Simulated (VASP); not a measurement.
# Ni2Ge (P6_3/mmc) in VASP: a series of runs

The runs below take Ni2Ge through relaxation of shape and atoms at fixed volume, with PBEsol.

Everything below comes from runs of VASP 6.6.1. Logs are shortened: lines on timing, memory, paths and dates and some standing lists are left out, and cuts for length are marked.

### Step 1. The cell of the first run

It takes space group P6_3/mmc (No. 194, hexagonal). The conventional cell has a = 3.819 Å, b = 3.819 Å, c = 4.772 Å, α = 90.00°, β = 90.00°, γ = 120.00°. Ni (site symmetry -6m2) has 5 Ge at 2.21 to 2.39 Å and 6 Ni at 2.51 Å within 2.9 Å. Ni (site symmetry -3m) has 8 Ni at 2.39 to 2.51 Å and 6 Ge at 2.51 Å within 3.2 Å. Within 2.9 Å of Ge (site symmetry -6m2) lie 11 Ni at 2.21 to 2.51 Å.

### Step 2. Relaxation of shape and atoms at fixed volume, PBEsol (10.05 Å³/atom)

Input file INCAR:

```
SYSTEM = Ni2Ge
PREC = Accurate ; ENCUT = 600
EDIFF = 1E-6 ; ISMEAR = 0
SIGMA = 0.1 ; LREAL = .False.
LASPH = .True. ; NELM = 80
ALGO = Fast ; ISIF = 4
LWAVE = .False. ; LCHARG = .False.
GGA = PS ; IBRION = 2
NSW = 50 ; EDIFFG = -0.01
```

Input file KPOINTS:

```
Automatic mesh
0
Gamma
  12 12 8
  0 0 0
```

Input file POSCAR:

```
Ni2Ge
1.0
    3.8192609603      0.0000000000      0.0000000000
   -1.9096304802      3.3075770153      0.0000000000
    0.0000000000      0.0000000000      4.7722571333
Ni Ge
4 2
Direct
    0.6666666667      0.3333333333      0.2500000000
    0.3333333333      0.6666666667      0.7500000000
    0.0000000000      0.0000000000      0.0000000000
    0.0000000000      0.0000000000      0.5000000000
    0.6666666667      0.3333333333      0.7500000000
    0.3333333333      0.6666666667      0.2500000000
```

Potentials or basis: VASP PAW PBE potentials, release 64 (Ni, Ge_d).

On the command line:

```sh
> cat potpaw_PBE.64/Ni/POTCAR potpaw_PBE.64/Ge_d/POTCAR > POTCAR
> mpirun -np 1 vasp_std > vasp.out
```

OUTCAR:

```text
SYSTEM = Ni2Ge
   PREC = Accurate
   ENCUT = 600
   EDIFF = 1E-6
   ISMEAR = 0
   LREAL = .False.
   LASPH = .True.
   NELM = 80
   ISIF = 4
   GGA = PS
   IBRION = 2
   NSW = 50
   EDIFFG = -0.01

 ion  position               nearest neighbor table
   1  0.667  0.333  0.250-   6 2.21   6 2.21   6 2.21   5 2.39   5 2.39   3 2.51   4 2.51   3 2.51
                             4 2.51   3 2.51   4 2.51
   2  0.333  0.667  0.750-   5 2.21   5 2.21   5 2.21   6 2.39   6 2.39   3 2.51   4 2.51   4 2.51
                             3 2.51   4 2.51   3 2.51
   3  0.000  0.000  0.000-   4 2.39   4 2.39   1 2.51   5 2.51   6 2.51   2 2.51   1 2.51   5 2.51
                             2 2.51   6 2.51   1 2.51   5 2.51   2 2.51   6 2.51
   4  0.000  0.000  0.500-   3 2.39   3 2.39   1 2.51   5 2.51   6 2.51   2 2.51   1 2.51   5 2.51
                             2 2.51   6 2.51   1 2.51   5 2.51   2 2.51   6 2.51
   5  0.667  0.333  0.750-   2 2.21   2 2.21   2 2.21   1 2.39   1 2.39   3 2.51   4 2.51   3 2.51
                             4 2.51   3 2.51   4 2.51
   6  0.333  0.667  0.250-   1 2.21   1 2.21   1 2.21   2 2.39   2 2.39   3 2.51   4 2.51   4 2.51
                             3 2.51   4 2.51   3 2.51

  LATTYP: Found a hexagonal cell.
 ALAT       =     3.8192609603
 C/A-ratio  =     1.2495237123

  Lattice vectors:

 A1 = (   3.8192609603,   0.0000000000,   0.0000000000)
 A2 = (  -1.9096304802,   3.3075770153,   0.0000000000)
 A3 = (   0.0000000000,   0.0000000000,   4.7722571333)

Analysis of symmetry for initial positions (statically):
=====================================================================
 Subroutine PRICEL returns:
 Original cell was already a primitive cell.

 Routine SETGRP: Setting up the symmetry group for a
 hexagonal supercell.

 Subroutine GETGRP returns: Found 24 space group operations
 (whereof 12 operations were pure point group operations)
 out of a pool of 24 trial point group operations.

The static configuration has the point symmetry D_3d.
 The point group associated with its full space group is D_6h.

Analysis of symmetry for dynamics (positions and initial velocities):
=====================================================================
 Subroutine PRICEL returns:
 Original cell was already a primitive cell.

 Routine SETGRP: Setting up the symmetry group for a
 hexagonal supercell.

 Subroutine GETGRP returns: Found 24 space group operations
 (whereof 12 operations were pure point group operations)
 out of a pool of 24 trial point group operations.

The dynamic configuration has the point symmetry D_3d.
[... 118 lines left out ...]
   PSTRESS=    0.0 pullay stress
   NELECT =      68.0000    total number of electrons
   NUPDOWN=      -1.0000    fix difference up-down
   EMIN   =  10.00;   EMAX   =-10.00  energy-range for DOS
   EFERMI =   0.00;   METHOD = LEGACY
   ISMEAR =     0;   SIGMA  =   0.10  broadening in eV -4-tet -1-fermi 0-gaus
   EFERMI_NEDOS =   21; number of points for ismear=-14 and -15
   IALGO  =     68    algorithm
   IMIX   =      4    mixing-type and parameters
     AMIX     =   0.40;   BMIX     =  1.00
     AMIX_MAG =   1.60;   BMIX_MAG =  1.00
  volume/ion in A,a.u.               =      10.05        67.80
  Fermi-wavevector in a.u.,A,eV,Ry     =   1.704146  3.220369 39.512856  2.904113
  Thomas-Fermi vector in A             =   2.783603
   LORBIT       =      0    0 simple, 1 ext, 2 COOP (PROOUT), +10 PAW based schemes
   GGA     = PS    functional components
   LHFCALC =     F    Hartree Fock is set to
   AEXX    =    0.0000 exact exchange contribution
   IVDW    =     0    specifies the selected vdW correction
   LEPSILON=     F    determine dielectric tensor
   LRPA    =     F    only Hartree local field effects (RPA)
 conjugate gradient relaxation of ions
 non-spin polarized calculation
 RMM-DIIS sequential band-by-band and
 Gauss-broadening in eV      SIGMA  =   0.10
  energy-cutoff  :      600.00
  volume of cell :       60.29
 maximum number of plane-waves:      2029
 NGX is ok and might be reduce to    32
   NGX = 15   NGY = 15   NGZ = 19

--------------------------------------- Ionic step        1  -------------------------------------------

 number of electron      67.9999992 magnetization

 Free energy of the ion-electron system (eV)
  ---------------------------------------------------
  ext. energy  EPLUGINS =         0.00000000
  ---------------------------------------------------
  free energy    TOTEN  =       -35.67166369 eV

  energy without entropy =      -35.65565042  energy(sigma->0) =      -35.66365705

------------------------ aborting loop because EDIFF is reached ----------------------------------------

  FORCE on cell =-STRESS in cart. coord.  units (eV):
  Direction    XX          YY          ZZ          XY          YZ          ZX
  --------------------------------------------------------------------------------------
  -------------------------------------------------------------------------------------
  Total       13.5388743     13.5388743     13.0291274     -0.0000000      0.0000000      0.0000000
  in kB      359.8156115    359.8156115    346.2683360     -0.0000000      0.0000000      0.0000000
  external PRESSURE =     355.2998530 kB  Pullay stress =       0.0000000 kB
[... 67 lines left out ...]
--------------------------------------- Ionic step        3  -------------------------------------------

 number of electron      67.9999987 magnetization

 Free energy of the ion-electron system (eV)
  ---------------------------------------------------
  ext. energy  EPLUGINS =         0.00000000
  ---------------------------------------------------
  free energy    TOTEN  =       -35.67221687 eV

  energy without entropy =      -35.65626554  energy(sigma->0) =      -35.66424121

 E-fermi :  12.3437     XC(G=0): -14.2820

 val. band max:       12.3378194180   @ k =   0.2500   0.0000   0.3750
 cond. band min:      12.3566818260   @ k =   0.2500   0.1667   0.3750
 fundamental gap:      0.0188624080
 Fermi energy:        12.3437421720

 k-point     1 :       0.0000    0.0000    0.0000
  band No.  band energies     occupation
      1     -12.6326      2.00000
      2     -12.6182      2.00000
      3     -12.5960      2.00000
      4     -12.5960      2.00000
      5     -12.5571      2.00000
      6     -12.5571      2.00000
[... 1021 lines left out ...]
     39      16.1630      0.00000
     40      18.0128      0.00000

 [... further k-points ...]

------------------------ aborting loop because EDIFF is reached ----------------------------------------

  FORCE on cell =-STRESS in cart. coord.  units (eV):
  Direction    XX          YY          ZZ          XY          YZ          ZX
  --------------------------------------------------------------------------------------
  -------------------------------------------------------------------------------------
  Total       13.2678311     13.2678311     13.2642928     -0.0000000      0.0000000      0.0000000
  in kB      352.6122384    352.6122384    352.5182021     -0.0000000      0.0000000      0.0000000
  external PRESSURE =     352.5808930 kB  Pullay stress =       0.0000000 kB
[... 21 lines left out ...]
  FREE ENERGIE OF THE ION-ELECTRON SYSTEM (eV)
  ---------------------------------------------------
  free  energy   TOTEN  =       -35.6722168713 eV

  energy  without entropy=      -35.6562655435  energy(sigma->0) =      -35.66424121

 reached required accuracy - stopping structural energy minimisation
```

OSZICAR:

```text
N       E                     dE             d eps       ncg     rms          rms(c)
DAV:   1     0.641045811051E+03    0.64105E+03   -0.32604E+04  8896   0.467E+03
DAV:   2     0.687992607973E+02   -0.57225E+03   -0.55087E+03  7600   0.863E+02
DAV:   3    -0.348131610355E+02   -0.10361E+03   -0.10146E+03  7680   0.260E+02
[... 26 lines left out ...]
DAV:   1    -0.356724635395E+02   -0.28376E-03   -0.61817E-03  8480   0.548E-01    0.102E-01
RMM:   2    -0.356723255708E+02    0.13797E-03   -0.35636E-04  9851   0.222E-01    0.842E-02
RMM:   3    -0.356723314434E+02   -0.58726E-05   -0.36365E-04  9807   0.177E-01    0.101E-01
RMM:   4    -0.356722156841E+02    0.11576E-03   -0.15555E-04  9260   0.111E-01    0.840E-03
RMM:   5    -0.356722168741E+02   -0.11900E-05   -0.25207E-05  9175   0.370E-02    0.554E-03
RMM:   6    -0.356722168713E+02    0.27849E-08   -0.50745E-06  8371   0.194E-02
   3 F= -.35672217E+02 E0= -.35664241E+02  d E =-.553183E-03
```

It took 19 min on 1 thread of Oxide Virtual Turin-like, shared host; peak memory 0.33 GiB.

What came out:

```
Free energy               : -35.6722 eV
Energy gained by relaxing : 0.1 meV/atom
Ionic steps               : 3
Pressure after relaxing   : 35.3 GPa
Band gap on the k mesh    : zero (bands 34 and 35 overlap by 3.35 eV)
```

Step by step:
```csv
step,energy change (eV),largest force (eV/Å),pressure (GPa),volume (Å³)
1,0.0000,0.0000,35.53,60.29
2,-0.0005,0.0000,35.18,60.29
3,-0.0006,0.0000,35.26,60.29
```

Final structure:
```
Ni Ge
1.0
     3.82342    0.00000    0.00000
    -1.91171    3.31118    0.00000
     0.00000    0.00000    4.76188
Ni Ge
4 2
Cartesian
  1.9117 1.1037 1.1905
  0.0000 2.2075 3.5714
  0.0000 0.0000 0.0000
  0.0000 0.0000 2.3809
  1.9117 1.1037 3.5714
  0.0000 2.2075 1.1905
```

Caveat: the PAW data sets were made with another functional, which shifts forces and pressure a little. Spin polarisation is off, so any magnetic state and its effect on volume and gap are missing.

### Step 3. Relaxation of shape and atoms at fixed volume, PBEsol (10.39 Å³/atom)

This run uses another cell than the first one, of 10.39 Å³/atom.

Input file INCAR:

```
ALGO     = Fast           # electronic algorithm
EDIFF    = 1E-7           # SCF threshold, eV
EDIFFG   = -0.01          # ionic threshold
ENCUT    = 600            # plane-wave cutoff, eV
GGA      = PS             # functional
IBRION   = 2              # ionic algorithm
ISIF     = 4              # what is computed and relaxed
ISMEAR   = 0              # smearing method
LASPH    = T              # aspherical terms in the spheres
LCHARG   = F              # write CHGCAR
LREAL    = F              # projectors in reciprocal space
LWAVE    = F              # write WAVECAR
NELM     = 60             # most SCF steps
NSW      = 50             # ionic steps
PREC     = Accurate       # precision mode
SIGMA    = 0.1            # smearing width, eV
```

Input file KPOINTS:

```
k-points
0
Gamma
  12 12 8
```

Edit POSCAR of step 2 so:

```diff
@@ -2,5 +2,5 @@
 1.0
-    3.8192609603      0.0000000000      0.0000000000
-   -1.9096304802      3.3075770153      0.0000000000
-    0.0000000000      0.0000000000      4.7722571333
+    3.8581604280      0.0000000000      0.0000000000
+   -1.9290802140      3.3412649425      0.0000000000
+    0.0000000000      0.0000000000      4.8359372687
 Ni Ge
```

Potentials or basis: VASP PAW PBE potentials, release 64 (Ni, Ge_d).

On the command line:

```sh
> cat potpaw_PBE.64/Ni/POTCAR potpaw_PBE.64/Ge_d/POTCAR > POTCAR
> mpirun -np 1 vasp_std > vasp.out
```

OUTCAR:

```text
EDIFF = 1E-7
   EDIFFG = -0.01
   ENCUT = 600
   GGA = PS
   IBRION = 2
   ISIF = 4
   ISMEAR = 0
   LASPH = T
   LREAL = F
   NELM = 60
   NSW = 50
   PREC = Accurate

 ion  position               nearest neighbor table
   1  0.667  0.333  0.250-   6 2.23   6 2.23   6 2.23   5 2.42   5 2.42   3 2.53   4 2.53   3 2.53
                             4 2.53   3 2.53   4 2.53
   2  0.333  0.667  0.750-   5 2.23   5 2.23   5 2.23   6 2.42   6 2.42   3 2.53   4 2.53   4 2.53
                             3 2.53   4 2.53   3 2.53
   3  0.000  0.000  0.000-   4 2.42   4 2.42   1 2.53   5 2.53   6 2.53   2 2.53   2 2.53   6 2.53
                             1 2.53   5 2.53   1 2.53   5 2.53   2 2.53   6 2.53
   4  0.000  0.000  0.500-   3 2.42   3 2.42   1 2.53   5 2.53   6 2.53   2 2.53   2 2.53   6 2.53
                             1 2.53   5 2.53   1 2.53   5 2.53   2 2.53   6 2.53
   5  0.667  0.333  0.750-   2 2.23   2 2.23   2 2.23   1 2.42   1 2.42   3 2.53   4 2.53   3 2.53
                             4 2.53   3 2.53   4 2.53
   6  0.333  0.667  0.250-   1 2.23   1 2.23   1 2.23   2 2.42   2 2.42   3 2.53   4 2.53   4 2.53
                             3 2.53   4 2.53   3 2.53

  LATTYP: Found a hexagonal cell.
 ALAT       =     3.8581604280
 C/A-ratio  =     1.2534308407

  Lattice vectors:

 A1 = (   3.8581604280,   0.0000000000,   0.0000000000)
[... 252 lines left out ...]
      4     -13.0989      2.00000
      5     -13.0610      2.00000
      6     -13.0610      2.00000
[... 1021 lines left out ...]
     39      15.4772      0.00000
     40      17.2404      0.00000

 [... further k-points ...]

------------------------ aborting loop because EDIFF is reached ----------------------------------------

  FORCE on cell =-STRESS in cart. coord.  units (eV):
  Direction    XX          YY          ZZ          XY          YZ          ZX
  --------------------------------------------------------------------------------------
  -------------------------------------------------------------------------------------
  Total        9.3225436      9.3225436      9.3872840     -0.0000000     -0.0000000      0.0000000
  in kB      239.5924623    239.5924623    241.2563116     -0.0000000     -0.0000000      0.0000000
  external PRESSURE =     240.1470787 kB  Pullay stress =       0.0000000 kB

 VOLUME and BASIS-vectors are now :
 -----------------------------------------------------------------------------
  energy-cutoff  :      600.00
  volume of cell :       62.34
      direct lattice vectors                 reciprocal lattice vectors
     3.863302664 -0.000000000  0.000000000     0.258845886  0.149444742 -0.000000000
    -1.931651332  3.345718250 -0.000000000     0.000000000  0.298889484 -0.000000000
     0.000000000  0.000000000  4.823072119    -0.000000000  0.000000000  0.207336730

 POSITION                                       TOTAL-FORCE (eV/Angst)
 -----------------------------------------------------------------------------------
      1.93165      1.11524      1.20577        -0.000000      0.000000      0.000000
     -0.00000      2.23048      3.61730         0.000000     -0.000000     -0.000000
      0.00000     -0.00000      4.82307         0.000000     -0.000000      0.000000
      0.00000     -0.00000      2.41154         0.000000     -0.000000      0.000000
      1.93165      1.11524      3.61730         0.000000      0.000000      0.000000
     -0.00000      2.23048      1.20577        -0.000000     -0.000000     -0.000000
 -----------------------------------------------------------------------------------
    total drift:                                0.000000      0.000000      0.000000

  FREE ENERGIE OF THE ION-ELECTRON SYSTEM (eV)
  ---------------------------------------------------
  free  energy   TOTEN  =       -36.0513545137 eV

  energy  without entropy=      -36.0345784516  energy(sigma->0) =      -36.04296648

 reached required accuracy - stopping structural energy minimisation
```

CONTCAR:

```text
Ni2Ge
   1.00000000000000
     3.8633026644116510   -0.0000000000000000    0.0000000000000000
    -1.9316513322058255    3.3457182498610640   -0.0000000000000000
     0.0000000000000000    0.0000000000000000    4.8230721194057731
  Ni              Ge
     4     2
Direct
     0.6666666667000030    0.3333333332999970    0.2500000000000000
     0.3333333332999970    0.6666666667000030    0.7500000000000000
     0.0000000000000000    0.0000000000000000    1.0000000000000000
     0.0000000000000000    0.0000000000000000    0.5000000000000000
     0.6666666667000030    0.3333333332999970    0.7500000000000000
     0.3333333332999970    0.6666666667000030    0.2500000000000000

  0.00000000E+00  0.00000000E+00  0.00000000E+00
  0.00000000E+00  0.00000000E+00  0.00000000E+00
  0.00000000E+00  0.00000000E+00  0.00000000E+00
  0.00000000E+00  0.00000000E+00  0.00000000E+00
  0.00000000E+00  0.00000000E+00  0.00000000E+00
  0.00000000E+00  0.00000000E+00  0.00000000E+00
```

Wall time 20 min (1 thread of Oxide Virtual Turin-like, shared host); peak memory 0.33 GiB.

Results:

| Property | Result |
| --- | --- |
| Free energy | -36.0514 eV |
| Energy gained by relaxing | 0.1 meV/atom |
| Ionic steps | 2 |
| Pressure after relaxing | 24.0 GPa |
| Band gap on the k mesh | zero (bands 34 and 35 overlap by 3.18 eV) |

The path:
```tsv
step	energy change (eV)	largest force (eV/Å)	pressure (GPa)	volume (Å³)
1	0.0000	0.0000	24.10	62.34
2	-0.0006	0.0000	24.01	62.34
```

Final structure:
```
Ni Ge
1.0
     3.86330    0.00000    0.00000
    -1.93165    3.34572    0.00000
     0.00000    0.00000    4.82307
Ni Ge
4 2
Cartesian
  1.9317 1.1152 1.2058
  0.0000 2.2305 3.6173
  0.0000 0.0000 4.8231
  0.0000 0.0000 2.4115
  1.9317 1.1152 3.6173
  0.0000 2.2305 1.2058
```

Caveat: the PAW data sets were made with another functional, which shifts forces and pressure a little.
